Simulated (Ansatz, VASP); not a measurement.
# Two plane-wave programs on Nb

INCAR

```
SYSTEM = Nb
PREC = Accurate ; ENCUT = 500
EDIFF = 1E-6 ; ISMEAR = 1
SIGMA = 0.1 ; LREAL = .FALSE.
LASPH = .TRUE. ; NELM = 120
ALGO = Normal ; ISIF = 2
LWAVE = .FALSE. ; LCHARG = .FALSE.
GGA = PE ; NBANDS = 12
GGA_COMPAT = .FALSE.
```

KPOINTS

```
regular mesh
0
G
  4 4 4
  0 0 0
```

The input POSCAR:

```
Nb
1.0
   -1.7710791617      1.7264188950      1.6690142238
    1.8931500904     -1.6497050006      1.7143712581
    1.6295885108      1.5082143497     -1.5923003294
Nb
1
Direct
    0.0000000000      0.0000000000      0.0000000000
```

Input for Ansatz:

```yaml
crystal:
  lattice:
    - [-1.7710791617, 1.726418895, 1.6690142238]
    - [1.8931500904, -1.6497050006, 1.7143712581]
    - [1.6295885108, 1.5082143497, -1.5923003294]
  atoms:
    - { symbol: Nb, position: [0.0, 0.0, 0.0] }
basis:
  ecutwfc: 420
kpoints:
  mp_grid: { grid: [4, 4, 4] }
hamiltonian:
  xc: pbe
scf:
  occupations: { method: methfessel_paxton }
output:
  forces: true
  stress: true
  eigenvalues: true
```

Alike in both runs: task single point; functional PBE; k mesh 4 × 4 × 4; no spin polarisation.

|  | VASP | Ansatz |
| --- | --- | --- |
| version | VASP 6.6.1 | Ansatz 0.2.0 |
| potentials or method | VASP PAW PBE potentials, release 64 (Nb_sv), cutoff 500 eV | scalar-relativistic, plane waves, PAW |
| occupations | methfessel-paxton of order 1, width 0.1 eV | methfessel-paxton of order 1 |
| valence electrons in the cell | 13 | 13 |

Ansatz gave:

* gap on the k mesh at the Fermi level (eV): none
* pressure (GPa): -5.6
* traceless stress, the component that is largest in VASP (GPa): -7.94

Q: What did VASP give for the same quantities?

A: gap on the k mesh at the Fermi level (eV): none; pressure (GPa): -5.9; traceless stress, the component that is largest in VASP (GPa): -7.93.

A gap of «none» marks a metal or a gap that the smearing closes.

The k mesh is coarse, so the values compare programs but aren't converged.
